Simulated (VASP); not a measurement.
# BaTiO3 (Amm2) in VASP: a series of runs

Runs on BaTiO3. Level: PBE. Tasks: electric field gradients.

Everything below comes from runs of VASP 6.6.1. Logs are shortened: lines on timing, memory, paths and dates and some standing lists are left out, and cuts for length are marked.

### 1 The cell of the first run

Symmetry: Amm2, No. 38, orthorhombic system. Conventional cell: a = 3.903 Å, b = 5.558 Å, c = 5.575 Å, α = 90.00°, β = 90.00°, γ = 90.00°. Ba (site symmetry mm2) has 12 O at 2.74 to 2.83 Å and 8 Ti at 3.37 to 3.44 Å within 3.6 Å. Ti (site symmetry mm2) has 6 O at 1.91 to 2.02 Å within 2.5 Å. Within 2.6 Å of O (site symmetry mm2) lie 2 Ti at 1.95 Å. Within 2.5 Å of O (site symmetry m) lie 2 Ti at 1.91 to 2.02 Å.

### 2 Electric field gradients, PBE (volume scaled by 0.94)

INCAR reads:

```
PREC     = Accurate       # precision mode
ENCUT    = 520            # plane-wave cutoff, eV
EDIFF    = 1E-8           # SCF threshold, eV
ISMEAR   = -1             # smearing method
SIGMA    = 0.05           # smearing width, eV
LREAL    = False          # projectors in reciprocal space
LASPH    = True           # aspherical terms in the spheres
NELM     = 80             # most SCF steps
ALGO     = Normal         # electronic algorithm
ISIF     = 2              # what is computed and relaxed
LWAVE    = False          # write WAVECAR
LCHARG   = False          # write CHGCAR
GGA      = PE             # functional
LEFG     = True         
NBANDS   = 28             # bands
```

KPOINTS reads:

```
regular mesh
0
Gamma
  8 8 8
```

POSCAR reads:

```
BaTiO3
1.0
    3.9027690157      0.0000000000      0.0000000000
    0.0000000000      2.7791347697      2.7877061482
    0.0000000000     -2.7791347697      2.7877061482
Ba Ti O
1 1 3
Direct
    0.0000000000      0.0000000000      0.0000000000
    0.5000000000      0.5079000000      0.5079000000
    0.0000000000      0.4921000000      0.4921000000
    0.5000000000      0.5025100000      0.9937100000
    0.5000000000      0.9937100000      0.5025100000
```

Potentials or basis: VASP PAW PBE potentials, release 64 (Ba_sv, Ti_sv, O).

The run is started by

```bash
$ cat potpaw_PBE.64/Ba_sv/POTCAR potpaw_PBE.64/Ti_sv/POTCAR potpaw_PBE.64/O/POTCAR > POTCAR
$ mpirun -np 1 vasp_std > vasp.out
```

OUTCAR:

```text
PREC = Accurate
   ENCUT = 520
   EDIFF = 1E-8
   ISMEAR = -1
   LREAL = False
   LASPH = True
   NELM = 80
   ISIF = 2
   GGA = PE

 ion  position               nearest neighbor table
   1  0.000  0.000  0.000-   3 2.74   4 2.76   5 2.76   4 2.76   5 2.76   4 2.78   5 2.78   5 2.78
                             4 2.78   3 2.78   3 2.78   3 2.83   2 3.37   2 3.37   2 3.40   2 3.40
   2  0.500  0.508  0.508-   4 1.91   5 1.91   3 1.95   3 1.95   5 2.02   4 2.02   1 3.37   1 3.37
                             1 3.40   1 3.40   1 3.40   1 3.40   1 3.44   1 3.44
   3  0.000  0.492  0.492-   2 1.95   2 1.95   1 2.74   1 2.78   1 2.78   1 2.83
   4  0.500  0.503  0.994-   2 1.91   2 2.02   1 2.76   1 2.76   1 2.78   1 2.78
   5  0.500  0.994  0.503-   2 1.91   2 2.02   1 2.76   1 2.76   1 2.78   1 2.78

  LATTYP: Found a base centered orthorhombic cell.
 ALAT       =     5.5582695394
 B/A-ratio  =     1.0030841896
 C/A-ratio  =     0.7021554079

  Lattice vectors:

 A1 = (   0.0000000000,   2.7791347697,  -2.7877061482)
 A2 = (   0.0000000000,   2.7791347697,   2.7877061482)
 A3 = (   3.9027690157,   0.0000000000,   0.0000000000)

Analysis of symmetry for initial positions (statically):
=====================================================================
 Subroutine PRICEL returns:
 Original cell was already a primitive cell.

 Routine SETGRP: Setting up the symmetry group for a
 base centered orthorhombic supercell.

 Subroutine GETGRP returns: Found  4 space group operations
 (whereof  4 operations were pure point group operations)
 out of a pool of  8 trial point group operations.

The static configuration has the point symmetry C_2v.

Analysis of symmetry for dynamics (positions and initial velocities):
=====================================================================
 Subroutine PRICEL returns:
 Original cell was already a primitive cell.

 Routine SETGRP: Setting up the symmetry group for a
 base centered orthorhombic supercell.

 Subroutine GETGRP returns: Found  4 space group operations
 (whereof  4 operations were pure point group operations)
 out of a pool of  8 trial point group operations.

The dynamic configuration has the point symmetry C_2v.

 Subroutine INISYM returns: Found  4 space group operations
 (whereof  4 operations are pure point group operations),
 and found     1 'primitive' translations

----------------------------------------------------------------------------------------

                                     Primitive cell

  volume of cell :      60.4727

  direct lattice vectors                    reciprocal lattice vectors
     3.902769016  0.000000000  0.000000000     0.256228333  0.000000000  0.000000000
     0.000000000  2.779134770  2.787706148     0.000000000  0.179912110  0.179358933
     0.000000000 -2.779134770  2.787706148     0.000000000 -0.179912110  0.179358933

  length of vectors
     3.902769016  3.936355629  3.936355629     0.256228333  0.254043292  0.254043292

  position of ions in fractional coordinates (direct lattice)
     0.000000000  0.000000000  0.000000000
     0.500000000  0.507900000  0.507900000
     0.000000000  0.492100000  0.492100000
     0.500000000  0.502510000  0.993710000
     0.500000000  0.993710000  0.502510000

  ion indices of the primitive-cell ions
   primitive index   ion index
                 1           1
                 2           2
                 3           3
                 4           4
                 5           5

----------------------------------------------------------------------------------------

 KPOINTS: regular mesh

Automatic generation of k-mesh.
 Grid dimensions read from file:
 generate k-points for:    8    8    8

 Generating k-lattice:

  Cartesian coordinates                     Fractional coordinates (reciprocal lattice)
     0.032028542  0.000000000  0.000000000     0.125000000  0.000000000  0.000000000
     0.000000000  0.022489014  0.022419867     0.000000000  0.125000000  0.000000000
     0.000000000 -0.022489014  0.022419867     0.000000000  0.000000000  0.125000000

  Length of vectors
     0.032028542  0.031755411  0.031755411

  Shift w.r.t. Gamma in fractional coordinates (k-lattice)
     0.000000000  0.000000000  0.000000000

 Subroutine IBZKPT returns following result:
 ===========================================

 Found    105 irreducible k-points:

 Following reciprocal coordinates:
            Coordinates               Weight
  0.000000  0.000000  0.000000      1.000000
  0.125000  0.000000  0.000000      2.000000
  0.250000  0.000000  0.000000      2.000000
  0.375000  0.000000  0.000000      2.000000
  0.500000  0.000000  0.000000      1.000000
  0.000000  0.125000 -0.000000      4.000000
[... 16 lines left out ...]
  0.250000  0.500000 -0.000000      4.000000
  0.375000  0.500000 -0.000000      4.000000
 [... further k-points ...]
   k-points           NKPTS =    105   k-points in BZ     NKDIM =    105   number of bands    NBANDS=     28
   number of dos      NEDOS =    301   number of ions     NIONS =      5
   total plane-waves  NPLWV =  27000
   dimension x,y,z NGX =    30 NGY =   30 NGZ =   30
   dimension x,y,z NGXF=    60 NGYF=   60 NGZF=   60
   ions per type =               1   1   3
   NGX,Y,Z   is equivalent  to a cutoff of  12.78, 12.67, 12.67 a.u.
   NGXF,Y,Z  is equivalent  to a cutoff of  25.56, 25.34, 25.34 a.u.
 SYSTEM =  unknown system
   PREC   = accura    normal or accurate (medium, high low for compatibility)
   ISTART =      0    job   : 0-new  1-cont  2-samecut
   ICHARG =      2    charge: 1-file 2-atom 10-const
   ISPIN  =      1    spin polarized calculation?
   LNONCOLLINEAR =      F non collinear calculations
   LSORBIT =      F    spin-orbit coupling
   LASPH  =      T    aspherical Exc in radial PAW
   ENCUT  =  520.0 eV  38.22 Ry    6.18 a.u.   7.26  7.32  7.32*2*pi/ulx,y,z
   NELM   =     80;   NELMIN=  2; NELMDL= -5     # of ELM steps
   EDIFF  = 0.1E-07   stopping-criterion for ELM
   LREAL  =      F    real-space projection
   EDIFFG = 0.1E-06   stopping-criterion for IOM
   NSW    =      0    number of steps for IOM
   IBRION =     -1    ionic relax: 0-MD 1-quasi-New 2-CG
   NFREE  =      0    steps in history (QN), initial steepest desc. (CG)
   ISIF   =      2    stress and relaxation
   ISYM   =      2    0-nonsym 1-usesym 2-fastsym
   POTIM  = 0.5000    time-step for ionic-motion
   TEBEG  =    0.0;   TEEND  =   0.0 temperature during run
   PSTRESS=    0.0 pullay stress
   NELECT =      40.0000    total number of electrons
   NUPDOWN=      -1.0000    fix difference up-down
   EMIN   =  10.00;   EMAX   =-10.00  energy-range for DOS
   EFERMI =   0.00;   METHOD = LEGACY
   ISMEAR =    -1;   SIGMA  =   0.05  broadening in eV -4-tet -1-fermi 0-gaus
   EFERMI_NEDOS =   21; number of points for ismear=-14 and -15
   IALGO  =     38    algorithm
   IMIX   =      4    mixing-type and parameters
     AMIX     =   0.40;   BMIX     =  1.00
     AMIX_MAG =   1.60;   BMIX_MAG =  1.00
  volume/ion in A,a.u.               =      12.09        81.62
  Fermi-wavevector in a.u.,A,eV,Ry     =   1.426401  2.695507 27.682689  2.034620
  Thomas-Fermi vector in A             =   2.546682
   LORBIT       =      0    0 simple, 1 ext, 2 COOP (PROOUT), +10 PAW based schemes
   GGA     = PE    functional components
   LHFCALC =     F    Hartree Fock is set to
   AEXX    =    0.0000 exact exchange contribution
   IVDW    =     0    specifies the selected vdW correction
   LEPSILON=     F    determine dielectric tensor
   LRPA    =     F    only Hartree local field effects (RPA)
 non-spin polarized calculation
  energy-cutoff  :      520.00
  volume of cell :       60.47
 maximum number of plane-waves:      1649
 NGX is ok and might be reduce to    30
   NGX = 15   NGY = 15   NGZ = 15

 number of electron      40.0000014 magnetization

 Free energy of the ion-electron system (eV)
  ---------------------------------------------------
  ext. energy  EPLUGINS =         0.00000000
  ---------------------------------------------------
  free energy    TOTEN  =       -39.73787956 eV

  energy without entropy =      -39.73787956  energy(sigma->0) =      -39.73787956

 E-fermi :   5.2917     XC(G=0): -11.5697

 val. band max:        4.3006274756   @ k =   0.5000   0.5000   0.5000
 cond. band min:       6.2147532696   @ k =   0.0000   0.0000   0.0000
 fundamental gap:      1.9141257939
 Fermi energy:         5.2916593909

 k-point     1 :       0.0000    0.0000    0.0000
  band No.  band energies     occupation
      1     -52.0475      2.00000
      2     -28.3029      2.00000
      3     -28.3000      2.00000
      4     -28.2968      2.00000
      5     -20.3995      2.00000
      6     -12.7216      2.00000
[... 20 lines left out ...]
     27       9.4642      0.00000
     28      12.3416      0.00000

 k-point     2 :       0.1250    0.0000    0.0000
  band No.  band energies     occupation
      1     -52.0473      2.00000
      2     -28.3080      2.00000
      3     -28.3025      2.00000
      4     -28.2995      2.00000
      5     -20.3752      2.00000
      6     -12.7338      2.00000
[... 674 lines left out ...]
 k-point    24 :       0.3750    0.5000   -0.0000
  band No.  band energies     occupation
      1     -52.0448      2.00000
      2     -28.3655      2.00000
      3     -28.3566      2.00000
      4     -28.2962      2.00000
      5     -20.1479      2.00000
      6     -12.5229      2.00000
[... 20 lines left out ...]
     27      12.6990      0.00000
     28      14.3433      0.00000

 [... further k-points ...]

------------------------ aborting loop because EDIFF is reached ----------------------------------------

  FORCE on cell =-STRESS in cart. coord.  units (eV):
  Direction    XX          YY          ZZ          XY          YZ          ZX
  --------------------------------------------------------------------------------------
  -------------------------------------------------------------------------------------
  Total        6.4856023      6.1200694      5.8070830      0.0000000      0.0000000      0.0000000
  in kB      171.8309739    162.1464638    153.8541348      0.0000000      0.0000000      0.0000000
  external PRESSURE =     162.6105242 kB  Pullay stress =       0.0000000 kB

 VOLUME and BASIS-vectors are now :
 -----------------------------------------------------------------------------
  energy-cutoff  :      520.00
  volume of cell :       60.47
      direct lattice vectors                 reciprocal lattice vectors
     3.902769016  0.000000000  0.000000000     0.256228333  0.000000000  0.000000000
     0.000000000  2.779134770  2.787706148     0.000000000  0.179912110  0.179358933
     0.000000000 -2.779134770  2.787706148     0.000000000 -0.179912110  0.179358933

 POSITION                                       TOTAL-FORCE (eV/Angst)
 -----------------------------------------------------------------------------------
      0.00000      0.00000      0.00000         0.000000     -0.000000      0.091964
      1.95138      0.00000      2.83175         0.000000     -0.000000     -0.048476
      0.00000      0.00000      2.74366         0.000000     -0.000000      0.071479
      1.95138     -1.36511      4.17102         0.000000     -0.165617     -0.057483
      1.95138      1.36511      4.17102         0.000000      0.165617     -0.057483
 -----------------------------------------------------------------------------------
    total drift:                                0.000000     -0.000000      0.000345

  FREE ENERGIE OF THE ION-ELECTRON SYSTEM (eV)
  ---------------------------------------------------
  free  energy   TOTEN  =       -39.7378795554 eV

  energy  without entropy=      -39.7378795551  energy(sigma->0) =      -39.73787956

 Electric field gradients (V/A^2)
---------------------------------------------------------------------
 ion       V_xx      V_yy      V_zz      V_xy      V_xz      V_yz
---------------------------------------------------------------------
   1       0.679    -1.531     0.852    -0.000     0.000    -0.000
   2      -6.467     3.463     3.004     0.000    -0.000     0.000
   3      18.742    -8.937    -9.804    -0.000    -0.000     0.000
   4     -10.434     4.700     5.734     0.000     0.000   -14.195
   5     -10.434     4.700     5.734    -0.000    -0.000    14.195
---------------------------------------------------------------------

 Electric field gradients after diagonalization (V/A^2)
 (convention: |V_zz| > |V_xx| > |V_yy|)
----------------------------------------------------------------------
 ion       V_xx      V_yy      V_zz     asymmetry (V_yy - V_xx)/ V_zz
----------------------------------------------------------------------
   1       0.852     0.679    -1.531       0.113
   2       3.463     3.004    -6.467       0.071
   3      -9.804    -8.937    18.742       0.046
   4     -10.434    -8.987    19.421       0.074
   5     -10.434    -8.987    19.421       0.074
----------------------------------------------------------------------

           NMR quadrupolar parameters

 Cq : quadrupolar parameter    Cq=e*Q*V_zz/h
 eta: asymmetry parameters     (V_yy - V_xx)/ V_zz
 Q  : nuclear electric quadrupole moment in mb (millibarn)
----------------------------------------------------------------------
 ion       Cq(MHz)       eta       Q (mb)
----------------------------------------------------------------------
   1      -0.004       0.113       1.000
   2      -0.016       0.071       1.000
   3       0.045       0.046       1.000
   4       0.047       0.074       1.000
   5       0.047       0.074       1.000
----------------------------------------------------------------------
```

Run time: 2.3 min. Hardware: 1 thread of Intel Xeon Platinum 8488C (Sapphire Rapids), shared host; peak memory 0.3 GiB.

Results:

```
Free energy            : -39.7379 eV
Pressure               : 16.3 GPa
Largest force          : 0.175 eV/Å
Band gap on the k mesh : 1.91 eV, indirect (least direct gap 2.03 eV)
```

Forces on the atoms (eV/Å):
```
Ba   0.000  0.000  0.092
Ti   0.000  0.000 -0.048
O    0.000  0.000  0.071
O    0.000 -0.166 -0.057
O    0.000  0.166 -0.057
```

Levels at points of the mesh, in eV from the valence-band top:
| k point | band 16 | band 17 | band 18 | band 19 | band 20 | band 21 | band 22 | band 23 | band 24 | band 25 |
| --- | --- | --- | --- | --- | --- | --- | --- | --- | --- | --- |
| (0.00, 0.00, 0.00) | -1.21 | -1.19 | -0.19 | -0.15 | -0.12 | 1.91 | 1.94 | 2.03 | 4.36 | 4.42 |
| (0.50, 0.00, 0.00) | -2.09 | -1.93 | -1.87 | -0.78 | -0.74 | 2.12 | 3.84 | 3.88 | 4.36 | 6.51 |
| (0.00, 0.50, 0.00) | -2.04 | -1.89 | -1.81 | -0.76 | -0.72 | 2.15 | 3.80 | 3.82 | 4.41 | 6.54 |
| (0.50, 0.50, 0.00) | -2.93 | -1.69 | -0.83 | -0.82 | -0.10 | 3.82 | 3.87 | 4.27 | 5.25 | 8.17 |
| (0.00, 0.50, 0.50) | -2.88 | -1.66 | -0.88 | -0.86 | -0.14 | 3.81 | 3.84 | 4.24 | 5.37 | 8.14 |
| (0.50, 0.50, 0.50) | -2.39 | -2.33 | -0.03 | 0.00 | 0.00 | 4.55 | 4.55 | 4.58 | 6.97 | 6.98 |

Electric field gradients, principal values (V/Å²):
```
atom   least   middle  greatest (by size)
1 Ba   0.679    0.852              -1.531
2 Ti   3.004    3.463              -6.467
 3 O  -8.937   -9.804              18.742
 4 O  -8.987  -10.434              19.421
 5 O  -8.987  -10.434              19.421
```

Caveat: without QUAD_EFG the Cq values of the log hold for a quadrupole moment of 1 mb, not for the nuclei; spin-orbit coupling is left out, which moves the levels of the heavy elements. A k mesh can miss the band edges.

(Continued in part 2 of 3.)
